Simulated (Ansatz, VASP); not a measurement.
# Two plane-wave programs on Ir

```
Ir
1.0
     2.72793    0.00000    0.00000
    -1.36396    2.36245    0.00000
     0.00000    0.00000    8.83487
Ir
4
Direct
  0.00000 0.00000 0.00000
  0.00000 0.00000 0.50000
  0.33333 0.66667 0.75000
  0.66667 0.33333 0.25000
```

Alike in both runs: functional r2SCAN; k mesh 9 × 9 × 2; occupations gaussian, width 0.1 eV; no spin polarisation.

Ansatz relaxed the structure, and its values are those at the end. VASP's run is a single point on that final structure, the one shown.

|  | VASP | Ansatz |
| --- | --- | --- |
| version | VASP 6.6.1 | Ansatz 0.2.0 |
| potentials or method | VASP PAW PBE potentials, release 64 (Ir_sv_GW), cutoff 550 eV | scalar-relativistic, plane waves, PAW |
| valence electrons in the cell | 68 | 68 |

VASP gave:

| Quantity | Value |
| --- | --- |
| gap on the k mesh at the Fermi level (eV) | none |
| pressure (GPa) | -2.2 |

**Question.** Which values does Ansatz return?

**Answer.** gap on the k mesh at the Fermi level (eV): none; pressure (GPa): -0.1.

VASP's potentials were made for PBE, not for r2SCAN. A gap of «none» marks a metal or a gap that the smearing closes.

Spin-orbit coupling is off throughout.
